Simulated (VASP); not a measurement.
# H (Fmmm) in VASP: a series of runs

Runs on H. Level: PBE. Tasks: single point.

Everything below comes from runs of VASP 6.6.1. Logs are shortened: lines on timing, memory, paths and dates and some standing lists are left out, and cuts for length are marked.

## 1. The cell of the first run

The structure is orthorhombic, space group Fmmm (No. 69). Conventional cell: a = 4.571 Å, b = 5.227 Å, c = 5.266 Å, α = 90.00°, β = 90.00°, γ = 90.00°. Within 1.0 Å of H (site symmetry 2mm) lie 1 H at 0.75 Å.

## 2. Single point, PBE (strain +0.0075 x Voigt [0, 0, 0, 0, 0, 1])

Input file INCAR:

```
PREC     = Accurate       # precision mode
ENCUT    = 520            # plane-wave cutoff, eV
EDIFF    = 1E-6           # SCF threshold, eV
ISMEAR   = 0              # smearing method
SIGMA    = 0.05           # smearing width, eV
LREAL    = False          # projectors in reciprocal space
LASPH    = True           # aspherical terms in the spheres
NELM     = 100            # most SCF steps
ALGO     = Normal         # electronic algorithm
ISIF     = 2              # what is computed and relaxed
LWAVE    = False          # write WAVECAR
LCHARG   = False          # write CHGCAR
GGA      = PE             # functional
NBANDS   = 8              # bands
```

Input file KPOINTS:

```
regular mesh
0
Gamma
  8 8 8
```

Input file POSCAR:

```
H
1.0
   -1.8479118842      1.8479118842      2.2855640979
    1.8479118842     -1.8479118842      2.2855640979
    1.8618233914      1.8618233914     -2.2855640979
H
2
Direct
    0.9178910720      0.9178910720      0.0000000000
    0.0821089280      0.0821089280      0.0000000000
```

Potentials or basis: VASP PAW PBE potentials, release 64 (H).

On the command line:

```bash
cat potpaw_PBE.64/H/POTCAR > POTCAR
mpirun -np 1 vasp_std > vasp.out
```

OUTCAR:

```text
PREC = Accurate
   ENCUT = 520
   EDIFF = 1E-6
   ISMEAR = 0
   LREAL = False
   LASPH = True
   NELM = 100
   ISIF = 2
   GGA = PE

 ion  position               nearest neighbor table
   1  0.918  0.918  0.000-   2 0.75
   2  0.082  0.082  0.000-   1 0.75

  LATTYP: Found a face centered orthorhombic cell.
 ALAT       =     4.5711281958
 B/A-ratio  =     1.1434122767
 C/A-ratio  =     1.1520201482

  Lattice vectors:

 A1 = (   3.7097352756,   0.0139115072,   0.0000000000)
 A2 = (   1.8618233914,   1.8618233914,   2.2855640979)
 A3 = (   1.8479118842,  -1.8479118842,   2.2855640979)

Analysis of symmetry for initial positions (statically):
=====================================================================
 Subroutine PRICEL returns:
 Original cell was already a primitive cell.

 Routine SETGRP: Setting up the symmetry group for a
 face centered orthorhombic supercell.

 Subroutine GETGRP returns: Found  8 space group operations
 (whereof  8 operations were pure point group operations)
 out of a pool of  8 trial point group operations.

The static configuration has the point symmetry D_2h.

Analysis of symmetry for dynamics (positions and initial velocities):
=====================================================================
 Subroutine PRICEL returns:
 Original cell was already a primitive cell.

 Routine SETGRP: Setting up the symmetry group for a
 face centered orthorhombic supercell.

 Subroutine GETGRP returns: Found  8 space group operations
 (whereof  8 operations were pure point group operations)
 out of a pool of  8 trial point group operations.

The dynamic configuration has the point symmetry D_2h.

 Subroutine INISYM returns: Found  8 space group operations
 (whereof  8 operations are pure point group operations),
 and found     1 'primitive' translations

----------------------------------------------------------------------------------------

                                     Primitive cell

  volume of cell :      31.4538

  direct lattice vectors                    reciprocal lattice vectors
    -1.847911884  1.847911884  2.285564098    -0.001010868  0.269564804  0.218764374
     1.847911884 -1.847911884  2.285564098     0.269564804 -0.001010868  0.218764374
     1.861823391  1.861823391 -2.285564098     0.268553936  0.268553936  0.000000000

  length of vectors
     3.471794912  3.471794912  3.486628160     0.347165749  0.347165749  0.379792619

  position of ions in fractional coordinates (direct lattice)
     0.917891072  0.917891072  0.000000000
     0.082108928  0.082108928  0.000000000

[... 77 lines left out ...]
   LREAL  =      F    real-space projection
   EDIFFG = 0.1E-04   stopping-criterion for IOM
   NSW    =      0    number of steps for IOM
   IBRION =     -1    ionic relax: 0-MD 1-quasi-New 2-CG
   NFREE  =      0    steps in history (QN), initial steepest desc. (CG)
   ISIF   =      2    stress and relaxation
   ISYM   =      2    0-nonsym 1-usesym 2-fastsym
   POTIM  = 0.5000    time-step for ionic-motion
   TEBEG  =    0.0;   TEEND  =   0.0 temperature during run
   PSTRESS=    0.0 pullay stress
   NELECT =       2.0000    total number of electrons
   NUPDOWN=      -1.0000    fix difference up-down
   EMIN   =  10.00;   EMAX   =-10.00  energy-range for DOS
   EFERMI =   0.00;   METHOD = LEGACY
   ISMEAR =     0;   SIGMA  =   0.05  broadening in eV -4-tet -1-fermi 0-gaus
   EFERMI_NEDOS =   21; number of points for ismear=-14 and -15
   IALGO  =     38    algorithm
   IMIX   =      4    mixing-type and parameters
     AMIX     =   0.40;   BMIX     =  1.00
     AMIX_MAG =   1.60;   BMIX_MAG =  1.00
  volume/ion in A,a.u.               =      15.73       106.13
  Fermi-wavevector in a.u.,A,eV,Ry     =   0.653422  1.234789  5.809149  0.426960
  Thomas-Fermi vector in A             =   1.723657
   LORBIT       =      0    0 simple, 1 ext, 2 COOP (PROOUT), +10 PAW based schemes
   GGA     = PE    functional components
   LHFCALC =     F    Hartree Fock is set to
   AEXX    =    0.0000 exact exchange contribution
   IVDW    =     0    specifies the selected vdW correction
   LEPSILON=     F    determine dielectric tensor
   LRPA    =     F    only Hartree local field effects (RPA)
 non-spin polarized calculation
 Gauss-broadening in eV      SIGMA  =   0.05
  energy-cutoff  :      520.00
  volume of cell :       31.45
 maximum number of plane-waves:       864
 NGX is ok and might be reduce to    28
   NGX = 13   NGY = 13   NGZ = 13

 number of electron       2.0000000 magnetization

 Free energy of the ion-electron system (eV)
  ---------------------------------------------------
  ext. energy  EPLUGINS =         0.00000000
  ---------------------------------------------------
  free energy    TOTEN  =        -6.78984875 eV

  energy without entropy =       -6.78984875  energy(sigma->0) =       -6.78984875

 E-fermi :  -8.5655     XC(G=0):  -4.6578

 val. band max:       -8.8275067878   @ k =   0.5000   0.5000   0.5000
 cond. band min:       0.4478028868   @ k =   0.5000   0.0000   0.0000
 fundamental gap:      9.2753096746
 Fermi energy:        -8.5654987309

 k-point     1 :       0.0000    0.0000    0.0000
  band No.  band energies     occupation
      1     -10.2393      2.00000
      2       3.2985      0.00000
      3       6.8711      0.00000
      4      12.2305      0.00000
      5      12.2539      0.00000
      6      14.2180      0.00000
      7      14.2463      0.00000
      8      15.4083      0.00000
[... 243 lines left out ...]
 k-point    24 :       0.2500    0.0000    0.1250
  band No.  band energies     occupation
      1      -9.5348      2.00000
      2       1.4294      0.00000
      3       5.8068      0.00000
      4       8.3340      0.00000
      5      10.3029      0.00000
      6      12.4921      0.00000
      7      15.1290      0.00000
      8      15.6004      0.00000

 [... further k-points ...]
[... 5 lines left out ...]
  --------------------------------------------------------------------------------------
  -------------------------------------------------------------------------------------
  Total       -0.0251333     -0.0251333     -0.0373736     -0.0003118      0.0000000      0.0000000
  in kB       -1.2802284     -1.2802284     -1.9037167     -0.0158799      0.0000000      0.0000000
  external PRESSURE =      -1.4880578 kB  Pullay stress =       0.0000000 kB

 VOLUME and BASIS-vectors are now :
 -----------------------------------------------------------------------------
  energy-cutoff  :      520.00
  volume of cell :       31.45
      direct lattice vectors                 reciprocal lattice vectors
    -1.847911884  1.847911884  2.285564098    -0.001010868  0.269564804  0.218764374
     1.847911884 -1.847911884  2.285564098     0.269564804 -0.001010868  0.218764374
     1.861823391  1.861823391 -2.285564098     0.268553936  0.268553936  0.000000000

 POSITION                                       TOTAL-FORCE (eV/Angst)
 -----------------------------------------------------------------------------------
      0.00000      0.00000      4.19580        -0.000000     -0.000000      0.008927
      0.00000      0.00000      0.37533         0.000000      0.000000     -0.008927
 -----------------------------------------------------------------------------------
    total drift:                                0.000000      0.000000     -0.000000

  FREE ENERGIE OF THE ION-ELECTRON SYSTEM (eV)
  ---------------------------------------------------
  free  energy   TOTEN  =        -6.7898487523 eV

  energy  without entropy=       -6.7898487523  energy(sigma->0) =       -6.78984875
```

OSZICAR:

```text
N       E                     dE             d eps       ncg     rms          rms(c)
DAV:   1    -0.705569680391E+01   -0.70557E+01   -0.44886E+02  1520   0.157E+02
DAV:   2    -0.740074236047E+01   -0.34505E+00   -0.34505E+00  2056   0.105E+01
DAV:   3    -0.740118994440E+01   -0.44758E-03   -0.44758E-03  1760   0.355E-01
DAV:   4    -0.740119058524E+01   -0.64085E-06   -0.64085E-06  2280   0.138E-02
DAV:   5    -0.740119058564E+01   -0.39937E-09   -0.39937E-09  1784   0.216E-04    0.442E+00
DAV:   6    -0.698684759989E+01    0.41434E+00   -0.22382E-01  1608   0.136E+00    0.241E+00
DAV:   7    -0.678616496596E+01    0.20068E+00   -0.51154E-01  1672   0.214E+00    0.299E-01
DAV:   8    -0.679120406629E+01   -0.50391E-02   -0.92239E-03  1632   0.356E-01    0.194E-01
DAV:   9    -0.678984028512E+01    0.13638E-02   -0.35476E-03  1896   0.183E-01    0.139E-02
DAV:  10    -0.678984495392E+01   -0.46688E-05   -0.61263E-05  1816   0.452E-02    0.521E-03
DAV:  11    -0.678984919948E+01   -0.42456E-05   -0.44524E-06  1576   0.141E-02    0.370E-03
DAV:  12    -0.678984875233E+01    0.44715E-06   -0.15621E-07  2272   0.218E-03
   1 F= -.67898488E+01 E0= -.67898488E+01  d E =-.654249E-16
```

Wall time 30 s (1 thread of AMD EPYC 7R43 (Zen 3), shared host); peak memory 0.11 GiB.

What came out:

| Item | Value |
| --- | --- |
| Free energy | -6.7898 eV |
| Pressure | -0.1 GPa |
| Largest force | 0.009 eV/Å |
| Band gap on the k mesh | 9.28 eV, indirect (least direct gap 9.75 eV) |

Forces on the atoms (eV/Å):
```
H    0.000  0.000  0.009
H    0.000  0.000 -0.009
```

Caveat: the cell differs from its parent crystal (strain +0.0075 x Voigt [0, 0, 0, 0, 0, 1]).

## 3. Single point, PBE (strain +0.0025 x Voigt [0, 0, 0, 0, 0, 1])

Input file INCAR:

```
  ALGO = Normal
  EDIFF = 1E-7
  ENCUT = 520
  GGA = PE
  ISIF = 2
  ISMEAR = 0
  LASPH = True
  LCHARG = False
  LREAL = False
  LWAVE = False
  NBANDS = 8
  NELM = 60
  PREC = Accurate
  SIGMA = 0.05
```

Input file KPOINTS:

```
k-points
0
Gamma
  8 8 8
```

Input file POSCAR:

```
H
1.0
   -1.8525490533      1.8525490533      2.2855640979
    1.8525490533     -1.8525490533      2.2855640979
    1.8571862223      1.8571862223     -2.2855640979
H
2
Direct
    0.9178910720      0.9178910720      0.0000000000
    0.0821089280      0.0821089280      0.0000000000
```

Potentials or basis: VASP PAW PBE potentials, release 64 (H).

On the command line:

```bash
cat potpaw_PBE.64/H/POTCAR > POTCAR
mpirun -np 1 vasp_std > vasp.out
```

It took 42 s on 1 thread of AMD EPYC 7R43 (Zen 3), shared host; peak memory 0.11 GiB.

It converged, with:

- Free energy: -6.7899 eV
- Pressure: -0.2 GPa
- Largest force: 0.009 eV/Å
- Band gap on the k mesh: 9.28 eV, indirect (least direct gap 9.75 eV)

Forces on the atoms (eV/Å):
```
H    0.000  0.000  0.009
H    0.000  0.000 -0.009
```

Levels at points of the mesh, in eV from the valence-band top:
| k point | band 1 | band 2 | band 3 | band 4 | band 5 |
| --- | --- | --- | --- | --- | --- |
| (0.00, 0.00, 0.00) | -1.41 | 12.13 | 15.70 | 21.07 | 21.07 |
| (0.50, 0.00, 0.00) | -0.47 | 9.28 | 15.48 | 17.12 | 18.58 |
| (0.50, 0.50, 0.00) | -0.34 | 10.78 | 13.29 | 15.09 | 17.39 |
| (0.00, 0.00, 0.50) | -0.34 | 10.76 | 13.31 | 15.09 | 17.41 |
| (0.50, 0.50, 0.50) | 0.00 | 10.13 | 14.81 | 15.24 | 15.25 |

Caveat: the cell differs from its parent crystal (strain +0.0025 x Voigt [0, 0, 0, 0, 0, 1]). A k mesh can miss the band edges.
